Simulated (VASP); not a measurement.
Here is a VASP 6.6.1 calculation.

The input INCAR:

```
SYSTEM = ZnSe
PREC = Accurate
ENCUT = 500
EDIFF = 1E-6
ISMEAR = 0
SIGMA = 0.1
LREAL = .FALSE.
LASPH = .TRUE.
NELM = 120
ALGO = Normal
ISIF = 2
LWAVE = .FALSE.
LCHARG = .FALSE.
GGA = PE
NBANDS = 16
GGA_COMPAT = .FALSE.
```

The input KPOINTS:

```
regular mesh
0
G
  4 4 4
  0 0 0
```

Contents of POSCAR:

```
ZnSe
1.0
    0.0000000000      2.8324425407      2.8324425407
    2.8324425407      0.0000000000      2.8324425407
    2.8324425407      2.8324425407      0.0000000000
Zn Se
1 1
Direct
    0.9030000000      0.6320000000      0.5580000000
    1.6530000000      1.3820000000      1.3080000000
```

Potentials or basis: VASP PAW PBE potentials, release 64 (Zn, Se).

Launch:

```bash
$ cat potpaw_PBE.64/Zn/POTCAR potpaw_PBE.64/Se/POTCAR > POTCAR
$ mpirun -np 1 vasp_std > vasp.out
```

Problem. What does it give for the pressure?

Solution. 2.8 GPa.

Problem. Predict the band gap on the k mesh.

Solution. 1.28 eV, direct.

Caveat: the k points lie up to 0.48 Å⁻¹ apart.
